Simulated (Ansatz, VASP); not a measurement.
**Hg in VASP and in Ansatz**

```xyz
1
Lattice="1.7463 1.0082 2.1479 -1.7463 1.0082 2.1479 0.0000 -2.0165 2.1479" Properties=species:S:1:pos:R:3 pbc="T T T"
Hg   -1.7463    1.0082    2.1479
```

Alike in both runs: task single point; functional LDA; k mesh 11 × 11 × 11; occupations fermi-dirac, width 0.3 eV; no spin polarisation.

|  | VASP | Ansatz |
| --- | --- | --- |
| version | VASP 6.6.1 | Ansatz 0.2.0 |
| potentials or method | VASP PAW LDA potentials, release 64 (Hg), cutoff 520 eV | plane waves (420 eV) with PAW, scalar-relativistic |
| valence electrons in the cell | 12 | 20 |

Ansatz gave:

- pressure (GPa): 0.0
- traceless stress, the component that is largest in VASP (GPa): -0.26

**Question.** What did VASP give for the same quantities?

**Answer.** Pressure (GPa): 0.7; traceless stress, the component that is largest in VASP (GPa): 0.08.

Ansatz warns that its potentials were made for another functional, while VASP's fit it. LDA's correlation is that of Perdew and Zunger in VASP and of Perdew and Wang (1992) in Ansatz. VASP's potentials hold 12 valence electrons a cell and Ansatz's 20, so a difference there can come from the potentials and not from the codes.

Spin-orbit coupling is off throughout.
